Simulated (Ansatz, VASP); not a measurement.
**Sn: VASP beside Ansatz**

File INCAR:

```
PREC = Accurate
ENCUT = 600
EDIFF = 1E-7
ISMEAR = -1
SIGMA = 0.05
LREAL = False
LASPH = True
NELM = 60
ALGO = Normal
ISIF = 3
LWAVE = False
LCHARG = False
GGA = RP
IVDW = 12
IBRION = 2
NSW = 80
EDIFFG = -0.01
```

KPOINTS

```
regular mesh
0
Gamma
  9 9 9
```

File POSCAR:

```
Sn
1.0
   -2.9401404553      2.9401404553      1.5993019889
    2.9401404553     -2.9401404553      1.5993019889
    2.9401404553      2.9401404553     -1.5993019889
Sn
2
Direct
    0.0000000000      0.0000000000      0.0000000000
    0.7500000000      0.2500000000      0.5000000000
```

File input.yaml:

```yaml
crystal:
  lattice:
    - [-2.9401404553, 2.9401404553, 1.5993019889]
    - [2.9401404553, -2.9401404553, 1.5993019889]
    - [2.9401404553, 2.9401404553, -1.5993019889]
  atoms:
    - { symbol: Sn, position: [0.0, 0.0, 0.0] }
    - { symbol: Sn, position: [0.75, 0.25, 0.5] }
kpoints:
  mp_grid: { grid: [9, 9, 9] }
scf:
  occupations: { method: fermi_dirac, width: 0.05 }
hamiltonian:
  xc: rpbe
  dispersion: d3bj
  pseudopotentials: { kind: all_electron, lapw: { basis_error: 0.001 } }
output:
  forces: true
  stress: true
relax:
  f_tol: 0.01
  max_steps: 60
  cell: {}
```

Alike in both runs: task relaxation of cell and atoms; functional RPBE; dispersion D3(BJ); k mesh 9 × 9 × 9; occupations fermi-dirac, width 0.05 eV; no spin polarisation.

|  | VASP | Ansatz |
| --- | --- | --- |
| version | VASP 6.6.1 | Ansatz 0.2.0 |
| potentials or method | VASP PAW PBE potentials, release 64 (Sn_d), cutoff 600 eV | all-electron LAPW, scalar-relativistic |

```tsv
	VASP	Ansatz	Ansatz less VASP
relaxed volume (Å³/atom)	21.90	21.89	-0.008
relaxed cell length with the largest relative difference (Å)	4.140	4.139	-0.0006
```

VASP's potentials were made for PBE, not for RPBE. Ansatz ran all-electron here, and VASP with PAW potentials.

Noted on VASP's run: the volume moved by over 15 % at a fixed basis, so the end points are rough. Noted on Ansatz's run: the volume moved by over 15 % at a fixed basis, so the end points are rough.
